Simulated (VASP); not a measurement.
# ScGa3Te (Pm-3m) in VASP: further runs, part 2 of 2

VASP 6.6.1.

## Step 3: Single point, PBE

This run uses another cell than the first one, of 29.28 Å³/atom, 1.284 times its volume.

File INCAR:

```
PREC = Accurate
ENCUT = 520
EDIFF = 1E-6
ISMEAR = 0
SIGMA = 0.1
LREAL = False
LASPH = True
NELM = 60
ALGO = Normal
ISIF = 2
LWAVE = False
LCHARG = False
GGA = PE
NBANDS = 36
```

File KPOINTS:

```
regular mesh
0
Gamma
  4 4 4
```

File POSCAR:

```
ScGa3Te
1.0
    5.2703654281      0.0000000000      0.0000000000
    0.0000000000      5.2703654281      0.0000000000
    0.0000000000      0.0000000000      5.2703654281
Sc Ga Te
1 3 1
Direct
    0.0000000000      0.0000000000      0.0000000000
    0.5000000000      0.5000000000      0.0000000000
    0.5000000000      0.0000000000      0.5000000000
    0.0000000000      0.5000000000      0.5000000000
    0.5000000000      0.5000000000      0.5000000000
```

Potentials or basis: VASP PAW PBE potentials, release 64 (Sc_sv, Ga_d, Te).

Started as:

```
cat potpaw_PBE.64/Sc_sv/POTCAR potpaw_PBE.64/Ga_d/POTCAR potpaw_PBE.64/Te/POTCAR > POTCAR
mpirun -np 1 vasp_std > vasp.out
```

OUTCAR:

```text
PREC = Accurate
   ENCUT = 520
   EDIFF = 1E-6
   ISMEAR = 0
   LREAL = False
   LASPH = True
   NELM = 60
   ISIF = 2
   GGA = PE

 ion  position               nearest neighbor table
   1  0.000  0.000  0.000-
   2  0.500  0.500  0.000-   5 2.64   5 2.64
   3  0.500  0.000  0.500-   5 2.64   5 2.64
   4  0.000  0.500  0.500-   5 2.64   5 2.64
   5  0.500  0.500  0.500-   2 2.64   3 2.64   4 2.64   2 2.64   3 2.64   4 2.64

  LATTYP: Found a simple cubic cell.
 ALAT       =     5.2703654281

  Lattice vectors:

 A1 = (   5.2703654281,   0.0000000000,   0.0000000000)
 A2 = (   0.0000000000,   5.2703654281,   0.0000000000)
 A3 = (   0.0000000000,   0.0000000000,   5.2703654281)

Analysis of symmetry for initial positions (statically):
=====================================================================
 Subroutine PRICEL returns:
 Original cell was already a primitive cell.

 Routine SETGRP: Setting up the symmetry group for a
 simple cubic supercell.

 Subroutine GETGRP returns: Found 48 space group operations
 (whereof 48 operations were pure point group operations)
 out of a pool of 48 trial point group operations.

The static configuration has the point symmetry O_h .

Analysis of symmetry for dynamics (positions and initial velocities):
=====================================================================
 Subroutine PRICEL returns:
 Original cell was already a primitive cell.

 Routine SETGRP: Setting up the symmetry group for a
 simple cubic supercell.

 Subroutine GETGRP returns: Found 48 space group operations
 (whereof 48 operations were pure point group operations)
 out of a pool of 48 trial point group operations.

The dynamic configuration has the point symmetry O_h .

[... 104 lines left out ...]
   ISMEAR =     0;   SIGMA  =   0.10  broadening in eV -4-tet -1-fermi 0-gaus
   EFERMI_NEDOS =   21; number of points for ismear=-14 and -15
   IALGO  =     38    algorithm
   IMIX   =      4    mixing-type and parameters
     AMIX     =   0.40;   BMIX     =  1.00
     AMIX_MAG =   1.60;   BMIX_MAG =  1.00
  volume/ion in A,a.u.               =      29.28       197.58
  Fermi-wavevector in a.u.,A,eV,Ry     =   1.188402  2.245755 19.215505  1.412300
  Thomas-Fermi vector in A             =   2.324532
   LORBIT       =      0    0 simple, 1 ext, 2 COOP (PROOUT), +10 PAW based schemes
   GGA     = PE    functional components
   LHFCALC =     F    Hartree Fock is set to
   AEXX    =    0.0000 exact exchange contribution
   IVDW    =     0    specifies the selected vdW correction
   LEPSILON=     F    determine dielectric tensor
   LRPA    =     F    only Hartree local field effects (RPA)
 non-spin polarized calculation
 Gauss-broadening in eV      SIGMA  =   0.10
  energy-cutoff  :      520.00
  volume of cell :      146.39
 maximum number of plane-waves:      3952
 NGX is ok and might be reduce to    40
   NGX = 19   NGY = 19   NGZ = 19

 number of electron      55.9999976 magnetization

 Free energy of the ion-electron system (eV)
  ---------------------------------------------------
  ext. energy  EPLUGINS =         0.00000000
  ---------------------------------------------------
  free energy    TOTEN  =       -15.01602998 eV

  energy without entropy =      -14.98663057  energy(sigma->0) =      -15.00133028

 E-fermi :   3.8280     XC(G=0):  -9.0885

 val. band max:        3.7745370283   @ k =   0.2500   0.0000   0.0000
 cond. band min:       3.8504799774   @ k =   0.2500   0.2500   0.0000
 fundamental gap:      0.0759429492
 Fermi energy:         3.8279993389

 k-point     1 :       0.0000    0.0000    0.0000
  band No.  band energies     occupation
      1     -47.2847      2.00000
      2     -25.8621      2.00000
      3     -25.8621      2.00000
      4     -25.8621      2.00000
      5     -11.7383      2.00000
      6     -11.2605      2.00000
[... 379 lines left out ...]
     35       5.7034      0.00000
     36       6.2498      0.00000

------------------------ aborting loop because EDIFF is reached ----------------------------------------

  FORCE on cell =-STRESS in cart. coord.  units (eV):
  Direction    XX          YY          ZZ          XY          YZ          ZX
  --------------------------------------------------------------------------------------
  -------------------------------------------------------------------------------------
  Total        0.4502691      0.4502691      0.4502691     -0.0000000      0.0000000     -0.0000000
  in kB        4.9278849      4.9278849      4.9278849     -0.0000000      0.0000000     -0.0000000
  external PRESSURE =       4.9278849 kB  Pullay stress =       0.0000000 kB

 VOLUME and BASIS-vectors are now :
 -----------------------------------------------------------------------------
  energy-cutoff  :      520.00
  volume of cell :      146.39
      direct lattice vectors                 reciprocal lattice vectors
     5.270365428  0.000000000  0.000000000     0.189740164  0.000000000  0.000000000
     0.000000000  5.270365428  0.000000000     0.000000000  0.189740164  0.000000000
     0.000000000  0.000000000  5.270365428     0.000000000  0.000000000  0.189740164

 POSITION                                       TOTAL-FORCE (eV/Angst)
 -----------------------------------------------------------------------------------
      0.00000      0.00000      0.00000         0.000000      0.000000      0.000000
      2.63518      2.63518      0.00000         0.000000      0.000000      0.000000
      2.63518      0.00000      2.63518         0.000000      0.000000      0.000000
      0.00000      2.63518      2.63518         0.000000      0.000000      0.000000
      2.63518      2.63518      2.63518         0.000000      0.000000      0.000000
 -----------------------------------------------------------------------------------
    total drift:                               -0.000000     -0.000000     -0.000000

  FREE ENERGIE OF THE ION-ELECTRON SYSTEM (eV)
  ---------------------------------------------------
  free  energy   TOTEN  =       -15.0160299828 eV

  energy  without entropy=      -14.9866305673  energy(sigma->0) =      -15.00133028
```

It took 57 s on 1 thread of Intel Xeon Platinum 8259CL at 2.50GHz (Skylake/Cascade Lake), shared host; peak memory 0.26 GiB.

What came out:

- Free energy: -15.0160 eV
- Pressure: 0.5 GPa
- Band gap on the k mesh: zero (band 28 reaches 4.44 eV, above the bottom of band 29 at 2.87 eV)

Levels at points of the mesh, in eV from the Fermi level:
```tsv
k point	band 24	band 25	band 26	band 27	band 28	band 29	band 30	band 31
(0.00, 0.00, 0.00)	-4.75	-4.73	-4.73	0.61	0.61	0.61	0.67	0.67
(0.50, 0.00, 0.00)	-4.55	-4.43	-0.88	-0.44	0.18	0.18	0.27	0.27
(0.50, 0.50, 0.00)	-4.40	-2.78	-0.41	-0.41	0.45	0.45	0.75	0.82
(0.50, 0.50, 0.50)	-2.05	-2.05	-2.05	0.13	0.54	0.54	0.54	0.90
```

Caveat: spin-orbit coupling is left out, which moves the levels of the heavy elements.

## Step 4: Relaxation of cell and atoms, PBE

File INCAR:

```
PREC = Accurate
ENCUT = 600
EDIFF = 1E-6
ISMEAR = 0
SIGMA = 0.1
LREAL = False
LASPH = True
NELM = 60
ALGO = Normal
ISIF = 3
LWAVE = False
LCHARG = False
GGA = PE
IBRION = 2
NSW = 90
EDIFFG = -0.04
```

File KPOINTS:

```
Automatic mesh
0
Gamma
  4 4 4
```

Changes to POSCAR since step 3:

```diff
@@ -2,5 +2,5 @@
 1.0
-    5.2703654281      0.0000000000      0.0000000000
-    0.0000000000      5.2703654281      0.0000000000
-    0.0000000000      0.0000000000      5.2703654281
+    4.8495543300      0.0000000000      0.0000000000
+    0.0000000000      4.8495543300      0.0000000000
+    0.0000000000      0.0000000000      4.8495543300
 Sc Ga Te
```

Started as:

```
cat potpaw_PBE.64/Sc_sv/POTCAR potpaw_PBE.64/Ga_d/POTCAR potpaw_PBE.64/Te/POTCAR > POTCAR
mpirun -np 1 vasp_std > vasp.out
```

It took 3.1 min on 1 thread of Intel Xeon Platinum 8259CL at 2.50GHz (Skylake/Cascade Lake), shared host; peak memory 0.27 GiB.

It converged, with:

```yaml
Free_energy: -15.0146 eV
Relaxed_volume: 29.68 Å³/atom
Relaxed_cell: a = 5.294 Å, b = 5.294 Å, c = 5.294 Å, α = 90.00°, β = 90.00°, γ = 90.00°
Space_group_after_relaxing_to_0.05_Å: Pm-3m (No. 221)
Energy_gained_by_relaxing: 283.7 meV/atom
Ionic_steps: 4
Pressure_after_relaxing: 0.0 GPa
Band_gap_on_the_k_mesh: zero (band 28 reaches 4.33 eV, above the bottom of band 29 at 2.80 eV)
```

The path:
| step | energy change (eV) | largest force (eV/Å) | pressure (GPa) | volume (Å³) |
| --- | --- | --- | --- | --- |
| 1 | 0.0000 | 0.0000 | 17.16 | 114.05 |
| 2 | -1.3364 | 0.0000 | -2.21 | 159.32 |
| 3 | -1.4178 | 0.0000 | 0.28 | 147.15 |
| 4 | -1.4187 | 0.0000 | -0.04 | 148.40 |

Final structure:
```
Sc Ga Te
1.0
     5.29433    0.00000    0.00000
     0.00000    5.29433    0.00000
     0.00000    0.00000    5.29433
Sc Ga Te
1 3 1
Direct
  0.00000 0.00000 0.00000
  0.50000 0.50000 0.00000
  0.50000 0.00000 0.50000
  0.00000 0.50000 0.50000
  0.50000 0.50000 0.50000
```

Levels at points of the mesh, in eV from the Fermi level:
| k point | band 24 | band 25 | band 26 | band 27 | band 28 | band 29 | band 30 | band 31 |
| --- | --- | --- | --- | --- | --- | --- | --- | --- |
| (0.00, 0.00, 0.00) | -4.77 | -4.74 | -4.74 | 0.60 | 0.60 | 0.60 | 0.66 | 0.66 |
| (0.50, 0.00, 0.00) | -4.56 | -4.45 | -0.89 | -0.43 | 0.19 | 0.19 | 0.27 | 0.27 |
| (0.50, 0.50, 0.00) | -4.42 | -2.74 | -0.40 | -0.40 | 0.45 | 0.45 | 0.73 | 0.80 |
| (0.50, 0.50, 0.50) | -2.01 | -2.01 | -2.01 | 0.11 | 0.52 | 0.52 | 0.52 | 0.88 |

Caveat: the volume moved by over 15 % at a fixed basis, so the end points are rough; spin-orbit coupling is left out, which moves the levels of the heavy elements.

## Step 5: The runs side by side

```tsv
task	cell	cutoff (eV)	gap on the mesh (eV)	pressure (GPa)
single point	a = 4.850 Å, 5 atoms	520	none	17.2
single point	a = 5.270 Å, 5 atoms	520	none	0.5
relaxation of cell and atoms	relaxed from a = 4.850 Å, 5 atoms	600	none	0.0
```

Alike in all rows: level PBE; potentials or basis VASP PAW PBE potentials, release 64 (Sc_sv, Ga_d, Te); no spin polarisation; k mesh 4 × 4 × 4; smearing gaussian 0.1 eV.

Caveats: spin-orbit coupling is left out, which moves the levels of the heavy elements; the volume moved by over 15 % at a fixed basis, so the end points are rough (some runs).

Absolute energies hang on the potentials; compare differences alone.
